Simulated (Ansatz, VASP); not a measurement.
**Si2Ni: VASP beside Ansatz**

Contents of INCAR:

```
ALGO     = Normal         # electronic algorithm
EDIFF    = 1E-7           # SCF threshold, eV
ENCUT    = 520            # plane-wave cutoff, eV
GGA      = PE             # functional
ISIF     = 2              # what is computed and relaxed
ISMEAR   = 0              # smearing method
ISPIN    = 2              # spin polarisation
LASPH    = T              # aspherical terms in the spheres
LCHARG   = T              # write CHGCAR
LELF     = T              # ELF
LMAXMIX  = 4              # l up to which the mixer works
LORBIT   = 11             # projections on sites
LREAL    = F              # projectors in reciprocal space
LVHAR    = T            
LWAVE    = F              # write WAVECAR
MAGMOM   = 1 0 0          # initial moments
NBANDS   = 20             # bands
NELM     = 150            # most SCF steps
PREC     = Accurate       # precision mode
SIGMA    = 0.013000000000000001 # smearing width, eV
```

Contents of KPOINTS:

```
k-points
0
Gamma
  9 9 9
```

File POSCAR:

```
Si2Ni
1.0
    0.0000000000      2.7030000000      2.7030000000
    2.7030000000      0.0000000000      2.7030000000
    2.7030000000      2.7030000000      0.0000000000
Ni Si
1 2
Direct
    0.0000000000      0.0000000000      0.0000000000
    0.7500000000      0.7500000000      0.7500000000
    0.2500000000      0.2500000000      0.2500000000
```

The input input.yaml:

```yaml
crystal:
  lattice:
    - [0.0, 2.703, 2.703]
    - [2.703, 0.0, 2.703]
    - [2.703, 2.703, 0.0]
  atoms:
    - { symbol: Ni, position: [0.0, 0.0, 0.0], spin: 1.0 }
    - { symbol: Si, position: [0.75, 0.75, 0.75] }
    - { symbol: Si, position: [0.25, 0.25, 0.25] }
hamiltonian:
  xc: pbe
  pseudopotentials: { kind: paw }
magnetization:
  spin_polarized: true
kpoints:
  mp_grid: { grid: [9, 9, 9] }
scf:
  occupations: { method: gaussian, width: 0.013 }
output:
  forces: true
  stress: true
  eigenvalues: true
```

Alike in both runs: task single point; functional PBE; k mesh 9 × 9 × 9; occupations gaussian, width 0.013 eV; collinear spin.

|  | VASP | Ansatz |
| --- | --- | --- |
| version | VASP 6.6.1 | Ansatz 0.2.0 |
| potentials or method | VASP PAW PBE potentials, release 64 (Ni, Si) | Ansatz PAW |
| plane-wave cutoff (eV) | 520 | 420 |
| valence electrons in the cell | 18 | 26 |

|  | VASP | Ansatz | Ansatz less VASP |
| --- | --- | --- | --- |
| gap on the k mesh at the Fermi level (eV) | none | none | - |
| pressure (GPa) | 3.8 | 4.0 | +0.14 |
| net moment per atom (μB) | 0.00 | 0.00 | 0.000 |

A gap of «none» marks a metal or a gap that the smearing closes. VASP's potentials hold 18 valence electrons a cell and Ansatz's 26, so a difference there can come from the potentials and not from the codes.
